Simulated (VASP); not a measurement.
Wanted: the native input for a VASP 6.6.1 run.

```yaml
Task: single point
Functional: r2SCAN
Potentials_or_basis: VASP PAW PBE potentials, release 64 (Cd, O)
Cutoff: 520 eV
k_mesh: 9 × 9 × 6
Occupations: fermi-dirac, width 0.1 eV
Spin: no spin polarisation
Dipole_correction: no
Further_INCAR_settings: ALGO = Normal; EDIFF = 1e-06; NBANDS = 19
```

The system is CdO2.

```xyz
3
Lattice="3.3282 0.0000 0.0000 -1.6641 2.8823 0.0000 0.0000 0.0000 3.4232" Properties=species:S:1:pos:R:3 pbc="T T T"
Cd    0.0000    0.0000    0.0000
O     1.6641    0.9608    2.4314
O     0.0000    1.9215    0.9918
```

The input as run:

POSCAR

```
CdO2
1.0
    3.3281589686      0.0000000000      0.0000000000
   -1.6640794843      2.8822702147      0.0000000000
    0.0000000000      0.0000000000      3.4232039852
Cd O
1 2
Direct
    0.0000000000      0.0000000000      0.0000000000
    0.6666666667      0.3333333333      0.7102792092
    0.3333333333      0.6666666667      0.2897207908
```

INCAR.step1

```
PREC = Accurate
ENCUT = 520
ISMEAR = -1
SIGMA = 0.1
LREAL = F
LASPH = T
NELM = 60
NBANDS = 19
GGA = PE
ALGO = Normal
EDIFF = 1E-4
LWAVE = T
LCHARG = F
```

INCAR.step2

```
PREC = Accurate
ENCUT = 520
EDIFF = 1E-6
ISMEAR = -1
SIGMA = 0.1
LREAL = F
LASPH = T
NELM = 60
ALGO = Normal
ISIF = 2
LWAVE = F
LCHARG = T
METAGGA = R2SCAN
LMIXTAU = T
LELF = T
LVHAR = T
NBANDS = 19
ISTART = 1
```

KPOINTS

```
Automatic mesh
0
Gamma
  9 9 6
```

Potentials or basis: VASP PAW PBE potentials, release 64 (Cd, O).

The run is started by

```bash
$ cat potpaw_PBE.64/Cd/POTCAR potpaw_PBE.64/O/POTCAR > POTCAR
$ cp INCAR.step1 INCAR
$ mpirun -np 1 vasp_std > vasp.out
$ cp INCAR.step2 INCAR
$ mpirun -np 1 vasp_std > vasp.out
```

It gave:

```json
{"Pressure": "12.9 GPa", "Largest force": "0.177 eV/Å", "Band gap on the k mesh": "zero (band 12 reaches 2.39 eV, above the bottom of band 13 at 0.73 eV)"}
```

Caveat: the PAW data sets were made with another functional, which shifts forces and pressure a little.

It took 98 s on 1 thread of AMD EPYC 9R45 96-Core Processor (Zen 5), with other jobs on the host, peak memory 0.15 GiB.
